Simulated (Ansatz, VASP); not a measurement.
# ZrC: VASP beside Ansatz

File POSCAR:

```
ZrC
1.0
    3.2729194810      0.0000000000      0.0000000000
   -1.6364597405      2.8344314151      0.0000000000
    0.0000000000      0.0000000000      2.9310467534
Zr C
1 1
Direct
    0.0152768806      0.0000000000      0.0000000000
    0.6666666667      0.3333333333      0.5000000000
```

INCAR.step1

```
SYSTEM = ZrC
  ALGO = Normal
  EDIFF = 1E-4
  ENCUT = 520
  GGA = PE
  ISMEAR = 0
  LASPH = .True.
  LCHARG = .False.
  LREAL = .False.
  LWAVE = .True.
  NBANDS = 15
  NELM = 80
  PREC = Accurate
  SIGMA = 0.05
```

INCAR.step2

```
SYSTEM = ZrC
  ALGO = Normal
  EDIFF = 1E-6
  ENCUT = 520
  ISIF = 2
  ISMEAR = 0
  ISTART = 1
  LASPH = .True.
  LCHARG = .False.
  LMIXTAU = .True.
  LREAL = .False.
  LWAVE = .False.
  METAGGA = R2SCAN
  NBANDS = 15
  NELM = 80
  PREC = Accurate
  SIGMA = 0.05
```

File KPOINTS:

```
k-points
0
Gamma
  12 12 12
  0 0 0
```

Input for Ansatz:

```yaml
crystal:
  lattice:
    - [3.272919481, 0.0, 0.0]
    - [-1.6364597405, 2.8344314151, 0.0]
    - [0.0, 0.0, 2.9310467534]
  atoms:
    - { symbol: Zr, position: [0.0152768806, 0.0, 0.0] }
    - { symbol: C, position: [0.6666666667, 0.3333333333, 0.5] }
basis:
  ecutwfc: 500
  ecutrho_ratio: 4
kpoints:
  mp_grid: { grid: [12, 12, 12] }
hamiltonian:
  xc: r2scan
scf:
  occupations: { method: gaussian, width: 0.05 }
output:
  forces: true
  stress: true
  eigenvalues: true
  write_density: true
  write_potential: true
  elf: true
  volumetric_format: npy
```

Alike in both runs: task single point; functional r2SCAN; k mesh 12 × 12 × 12; occupations gaussian, width 0.05 eV; no spin polarisation.

```csv
,VASP,Ansatz
version,VASP 6.6.1,Ansatz 0.2.0
potentials or method,"VASP PAW PBE potentials, release 64 (Zr_sv, C), cutoff 520 eV","scalar-relativistic, plane waves, PAW"
valence electrons in the cell,16,16
```

```tsv
	VASP	Ansatz	Ansatz less VASP
gap on the k mesh at the Fermi level (eV)	none	none	-
pressure (GPa)	0.3	0.1	-0.17
traceless stress, the component that is largest in VASP (GPa)	0.93	0.92	-0.015
rms of the force components (eV/Å)	0.130	0.127	-0.0024
```

VASP's potentials were made for PBE, not for r2SCAN. Atom by atom the forces differ by 0.002 eV/Å (rms over components). A gap of «none» marks a metal or a gap that the smearing closes. The functional is the same, so the differences come from potentials, cutoffs and numerics.
